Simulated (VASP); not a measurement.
# Ba2IrO4 (I4/mmm) in VASP: single point with LDA

Aim: the single point of Ba2IrO4 with LDA.

Everything below comes from runs of VASP 6.6.1. Logs are shortened: lines on timing, memory, paths and dates and some standing lists are left out, and cuts for length are marked.

## Step 1: The cell of the first run

It takes space group I4/mmm (No. 139, tetragonal). The conventional cell has a = 3.965 Å, b = 3.965 Å, c = 13.209 Å, α = 90.00°, β = 90.00°, γ = 90.00°. Ba (site symmetry 4mm) has 9 O at 2.65 to 2.81 Å and 4 Ir at 3.40 Å within 3.5 Å. Within 2.6 Å of Ir (site symmetry 4/mmm) lie 6 O at 1.98 to 2.04 Å. Within 2.6 Å of O (site symmetry mmm) lie 2 Ir at 1.98 Å. Within 2.9 Å of O (site symmetry 4mm) lie 1 Ir at 2.04 Å and 5 Ba at 2.65 to 2.81 Å and 4 O at 2.84 Å.

## Step 2: Single point, LDA

INCAR

```
SYSTEM = Ba2IrO4
PREC = Accurate ; ENCUT = 700
EDIFF = 1E-6 ; ISMEAR = -1
SIGMA = 0.1 ; LREAL = .FALSE.
LASPH = .TRUE. ; NELM = 120
ALGO = Normal ; ISIF = 2
LWAVE = .FALSE. ; LCHARG = .TRUE.
GGA = CA ; LELF = .TRUE.
LVHAR = .TRUE. ; NBANDS = 40
GGA_COMPAT = .FALSE.
```

KPOINTS

```
Automatic mesh
0
G
  9 9 9
  0 0 0
```

POSCAR

```
Ba2IrO4
1.0
   -1.9823547518      1.9823547518      6.6044900992
    1.9823547518     -1.9823547518      6.6044900992
    1.9823547518      1.9823547518     -6.6044900992
Ba Ir O
2 1 4
Direct
    0.3549070000      0.3549070000      0.0000000000
    0.6450930000      0.6450930000      0.0000000000
    0.0000000000      0.0000000000      0.0000000000
    0.5000000000      0.0000000000      0.5000000000
    0.1542060000      0.1542060000      0.0000000000
    0.8457940000      0.8457940000      0.0000000000
    0.0000000000      0.5000000000      0.5000000000
```

Potentials or basis: VASP PAW LDA potentials, release 64 (Ba_sv, Ir_sv_GW, O).

Started as:

```sh
$ cat potpaw_LDA.64/Ba_sv/POTCAR potpaw_LDA.64/Ir_sv_GW/POTCAR potpaw_LDA.64/O/POTCAR > POTCAR
$ mpirun -np 1 vasp_std > vasp.out
```

OUTCAR:

```text
SYSTEM = Ba2IrO4
   PREC = Accurate
   ENCUT = 700
   EDIFF = 1E-6
   ISMEAR = -1
   LREAL = .FALSE.
   LASPH = .TRUE.
   NELM = 120
   ISIF = 2
   GGA = CA

 ion  position               nearest neighbor table
   1  0.355  0.355  0.000-   5 2.65   4 2.76   7 2.76   4 2.76   7 2.76   6 2.81   6 2.81   6 2.81
                             6 2.81   3 3.40   3 3.40   3 3.40   3 3.40   2 3.83   2 3.94   2 3.94
   2  0.645  0.645  0.000-   6 2.65   4 2.76   7 2.76   4 2.76   7 2.76   5 2.81   5 2.81   5 2.81
                             5 2.81   3 3.40   3 3.40   3 3.40   3 3.40   1 3.83   1 3.94   1 3.94
   3  0.000  0.000  0.000-   4 1.98   7 1.98   7 1.98   4 1.98   6 2.04   5 2.04   2 3.40   1 3.40
                             2 3.40   1 3.40   2 3.40   1 3.40   2 3.40   1 3.40
   4  0.500  0.000  0.500-   3 1.98   3 1.98   2 2.76   2 2.76   1 2.76   1 2.76
   5  0.154  0.154  0.000-   3 2.04   1 2.65   2 2.81   2 2.81   2 2.81   2 2.81
   6  0.846  0.846  0.000-   3 2.04   2 2.65   1 2.81   1 2.81   1 2.81   1 2.81
   7  0.000  0.500  0.500-   3 1.98   3 1.98   2 2.76   2 2.76   1 2.76   1 2.76

  LATTYP: Found a body centered tetragonal cell.
 ALAT       =     3.9647095036
 C/A-ratio  =     3.3316388468

  Lattice vectors:

 A1 = (  -1.9823547518,   1.9823547518,   6.6044900992)
 A2 = (   1.9823547518,  -1.9823547518,   6.6044900992)
 A3 = (   1.9823547518,   1.9823547518,  -6.6044900992)

Analysis of symmetry for initial positions (statically):
=====================================================================
 Subroutine PRICEL returns:
 Original cell was already a primitive cell.

 Routine SETGRP: Setting up the symmetry group for a
 body centered tetragonal supercell.

 Subroutine GETGRP returns: Found 16 space group operations
 (whereof 16 operations were pure point group operations)
 out of a pool of 16 trial point group operations.

The static configuration has the point symmetry D_4h.

Analysis of symmetry for dynamics (positions and initial velocities):
=====================================================================
 Subroutine PRICEL returns:
 Original cell was already a primitive cell.

 Routine SETGRP: Setting up the symmetry group for a
 body centered tetragonal supercell.

 Subroutine GETGRP returns: Found 16 space group operations
 (whereof 16 operations were pure point group operations)
 out of a pool of 16 trial point group operations.

The dynamic configuration has the point symmetry D_4h.

 Subroutine INISYM returns: Found 16 space group operations
 (whereof 16 operations are pure point group operations),
 and found     1 'primitive' translations

----------------------------------------------------------------------------------------

                                     Primitive cell

  volume of cell :     103.8155

  direct lattice vectors                    reciprocal lattice vectors
    -1.982354752  1.982354752  6.604490099     0.000000000  0.252225289  0.075706072
     1.982354752 -1.982354752  6.604490099     0.252225289  0.000000000  0.075706072
     1.982354752  1.982354752 -6.604490099     0.252225289  0.252225289  0.000000000

  length of vectors
     7.174869350  7.174869350  7.174869350     0.263341994  0.263341994  0.356700424

  position of ions in fractional coordinates (direct lattice)
     0.354907000  0.354907000  0.000000000
     0.645093000  0.645093000  0.000000000
     0.000000000  0.000000000  0.000000000
     0.500000000  0.000000000  0.500000000
     0.154206000  0.154206000  0.000000000
     0.845794000  0.845794000  0.000000000
     0.000000000  0.500000000  0.500000000

  ion indices of the primitive-cell ions
   primitive index   ion index
                 1           1
                 2           2
                 3           3
                 4           4
                 5           5
                 6           6
                 7           7

----------------------------------------------------------------------------------------

 KPOINTS: Automatic mesh

Automatic generation of k-mesh.
 Grid dimensions read from file:
 generate k-points for:    9    9    9

 Generating k-lattice:

  Cartesian coordinates                     Fractional coordinates (reciprocal lattice)
     0.000000000  0.028025032  0.008411786     0.111111111  0.000000000 -0.000000000
     0.028025032  0.000000000  0.008411786     0.000000000  0.111111111 -0.000000000
     0.028025032  0.028025032  0.000000000     0.000000000  0.000000000  0.111111111

  Length of vectors
     0.029260222  0.029260222  0.039633380

  Shift w.r.t. Gamma in fractional coordinates (k-lattice)
     0.000000000  0.000000000  0.000000000

 Subroutine IBZKPT returns following result:
 ===========================================

 Found     75 irreducible k-points:

 Following reciprocal coordinates:
            Coordinates               Weight
  0.000000  0.000000  0.000000      1.000000
  0.111111  0.000000 -0.000000      8.000000
  0.222222  0.000000 -0.000000      8.000000
  0.333333  0.000000  0.000000      8.000000
  0.444444  0.000000 -0.000000      8.000000
  0.111111  0.111111 -0.000000      8.000000
[... 16 lines left out ...]
 -0.333333  0.333333  0.000000      4.000000
  0.444444  0.444444 -0.000000      8.000000
 [... further k-points ...]
   k-points           NKPTS =     75   k-points in BZ     NKDIM =     75   number of bands    NBANDS=     40
   number of dos      NEDOS =    301   number of ions     NIONS =      7
   total plane-waves  NPLWV = 262144
   dimension x,y,z NGX =    64 NGY =   64 NGZ =   64
   dimension x,y,z NGXF=   128 NGYF=  128 NGZF=  128
   ions per type =               2   1   4
   NGX,Y,Z   is equivalent  to a cutoff of  14.83, 14.83, 14.83 a.u.
   NGXF,Y,Z  is equivalent  to a cutoff of  29.66, 29.66, 29.66 a.u.
 SYSTEM =  Ba2IrO4
   PREC   = accura    normal or accurate (medium, high low for compatibility)
   ISTART =      0    job   : 0-new  1-cont  2-samecut
   ICHARG =      2    charge: 1-file 2-atom 10-const
   ISPIN  =      1    spin polarized calculation?
   LNONCOLLINEAR =      F non collinear calculations
   LSORBIT =      F    spin-orbit coupling
   LASPH  =      T    aspherical Exc in radial PAW
   ENCUT  =  700.0 eV  51.45 Ry    7.17 a.u.  15.48 15.48 15.48*2*pi/ulx,y,z
   NELM   =    120;   NELMIN=  2; NELMDL= -5     # of ELM steps
   EDIFF  = 0.1E-05   stopping-criterion for ELM
   LREAL  =      F    real-space projection
   EDIFFG = 0.1E-04   stopping-criterion for IOM
   NSW    =      0    number of steps for IOM
   IBRION =     -1    ionic relax: 0-MD 1-quasi-New 2-CG
   NFREE  =      0    steps in history (QN), initial steepest desc. (CG)
   ISIF   =      2    stress and relaxation
   ISYM   =      2    0-nonsym 1-usesym 2-fastsym
   POTIM  = 0.5000    time-step for ionic-motion
   TEBEG  =    0.0;   TEEND  =   0.0 temperature during run
   PSTRESS=    0.0 pullay stress
   NELECT =      61.0000    total number of electrons
   NUPDOWN=      -1.0000    fix difference up-down
   EMIN   =  10.00;   EMAX   =-10.00  energy-range for DOS
   EFERMI =   0.00;   METHOD = LEGACY
   ISMEAR =    -1;   SIGMA  =   0.10  broadening in eV -4-tet -1-fermi 0-gaus
   EFERMI_NEDOS =   21; number of points for ismear=-14 and -15
   IALGO  =     38    algorithm
   IMIX   =      4    mixing-type and parameters
     AMIX     =   0.40;   BMIX     =  1.00
     AMIX_MAG =   1.60;   BMIX_MAG =  1.00
  volume/ion in A,a.u.               =      14.83       100.08
  Fermi-wavevector in a.u.,A,eV,Ry     =   1.371189  2.591172 25.581133  1.880160
  Thomas-Fermi vector in A             =   2.496908
   LORBIT       =      0    0 simple, 1 ext, 2 COOP (PROOUT), +10 PAW based schemes
   GGA     = CA    functional components
   LHFCALC =     F    Hartree Fock is set to
   AEXX    =    0.0000 exact exchange contribution
   IVDW    =     0    specifies the selected vdW correction
   LEPSILON=     F    determine dielectric tensor
   LRPA    =     F    only Hartree local field effects (RPA)
 non-spin polarized calculation
  energy-cutoff  :      700.00
  volume of cell :      103.82
 maximum number of plane-waves:      4397
 NGX is ok and might be reduce to    64
   NGX = 31   NGY = 31   NGZ = 31

 number of electron      61.0000000 magnetization

 Free energy of the ion-electron system (eV)
  ---------------------------------------------------
  ext. energy  EPLUGINS =         0.00000000
  ---------------------------------------------------
  free energy    TOTEN  =       -52.40773561 eV

  energy without entropy =      -52.29713707  energy(sigma->0) =      -52.35243634

 E-fermi :   4.8372     XC(G=0): -11.4634

 val. band max:        4.8340430065   @ k =   0.3333   0.2222   0.1111
 cond. band min:       4.8450840570   @ k =   0.4444   0.3333   0.0000
 fundamental gap:      0.0110410505
 Fermi energy:         4.8371890469

 k-point     1 :       0.0000    0.0000    0.0000
  band No.  band energies     occupation
      1     -88.3459      2.00000
      2     -45.4734      2.00000
      3     -45.4734      2.00000
      4     -45.2521      2.00000
      5     -21.8625      2.00000
      6     -21.5834      2.00000
[... 32 lines left out ...]
     39      10.2202      0.00000
     40      10.4445      0.00000

 k-point     2 :       0.1111    0.0000   -0.0000
  band No.  band energies     occupation
      1     -88.3459      2.00000
      2     -45.4746      2.00000
      3     -45.4733      2.00000
      4     -45.2521      2.00000
      5     -21.8418      2.00000
      6     -21.5802      2.00000
[... 935 lines left out ...]
     39      11.4132      0.00000
     40      11.8146      0.00000

 k-point    24 :       0.4444    0.4444   -0.0000
  band No.  band energies     occupation
      1     -88.3457      2.00000
      2     -45.4824      2.00000
      3     -45.4824      2.00000
      4     -45.2510      2.00000
      5     -21.5680      2.00000
      6     -21.5148      2.00000
[... 32 lines left out ...]
     39      11.9681      0.00000
     40      12.9363      0.00000

 [... further k-points ...]

------------------------ aborting loop because EDIFF is reached ----------------------------------------

  FORCE on cell =-STRESS in cart. coord.  units (eV):
  Direction    XX          YY          ZZ          XY          YZ          ZX
  --------------------------------------------------------------------------------------
  -------------------------------------------------------------------------------------
  Total       -0.1197390     -0.1197390     -0.3689024      0.0000000     -0.0000000      0.0000000
  in kB       -1.8479238     -1.8479238     -5.6932464      0.0000000     -0.0000000      0.0000000
  external PRESSURE =      -3.1296980 kB  Pullay stress =       0.0000000 kB

 VOLUME and BASIS-vectors are now :
 -----------------------------------------------------------------------------
  energy-cutoff  :      700.00
  volume of cell :      103.82
      direct lattice vectors                 reciprocal lattice vectors
    -1.982354752  1.982354752  6.604490099     0.000000000  0.252225289  0.075706072
     1.982354752 -1.982354752  6.604490099     0.252225289  0.000000000  0.075706072
     1.982354752  1.982354752 -6.604490099     0.252225289  0.252225289  0.000000000

 POSITION                                       TOTAL-FORCE (eV/Angst)
 -----------------------------------------------------------------------------------
      0.00000      0.00000      4.68796         0.000000      0.000000     -0.101568
      0.00000      0.00000      8.52102        -0.000000     -0.000000      0.101568
      0.00000      0.00000      0.00000        -0.000000     -0.000000      0.000000
      0.00000      1.98235      0.00000        -0.000000     -0.000000      0.000000
      0.00000      0.00000      2.03690        -0.000000     -0.000000      0.032782
      0.00000      0.00000     11.17208        -0.000000     -0.000000     -0.032782
      1.98235      0.00000      0.00000        -0.000000     -0.000000      0.000000
 -----------------------------------------------------------------------------------
    total drift:                               -0.000000      0.000000     -0.000000

  FREE ENERGIE OF THE ION-ELECTRON SYSTEM (eV)
  ---------------------------------------------------
  free  energy   TOTEN  =       -52.4077356089 eV

  energy  without entropy=      -52.2971370685  energy(sigma->0) =      -52.35243634
```

Run time: 37 min. Hardware: 1 thread of Intel Xeon Platinum 8259CL at 2.50GHz (Skylake/Cascade Lake), shared host; peak memory 0.72 GiB.

Results:

```yaml
Free_energy: -52.4077 eV
Pressure: -0.3 GPa
Largest_force: 0.102 eV/Å
Band_gap_on_the_k_mesh: zero (an odd number of electrons rules out a gap without spin polarisation)
```

Forces on the atoms (eV/Å):
```
Ba   0.000  0.000 -0.102
Ba   0.000  0.000  0.102
Ir   0.000  0.000  0.000
O    0.000  0.000  0.000
O    0.000  0.000  0.033
O    0.000  0.000 -0.033
O    0.000  0.000  0.000
```

Stress tensor (GPa, compression positive):
```
-0.18  0.00  0.00
 0.00 -0.18  0.00
 0.00  0.00 -0.57
```

Levels at points of the mesh, in eV from the Fermi level:
| k point | band 27 | band 28 | band 29 | band 30 | band 31 | band 32 | band 33 | band 34 | band 35 | band 36 |
| --- | --- | --- | --- | --- | --- | --- | --- | --- | --- | --- |
| (0.00, 0.00, 0.00) | -2.40 | -2.15 | -2.15 | -0.98 | -0.98 | -0.35 | 1.45 | 2.56 | 3.37 | 3.38 |

Caveat: spin-orbit coupling is left out, which moves the levels of the heavy elements; an odd number of electrons without spin polarisation forces a metal; a magnetic or distorted state may lie lower.
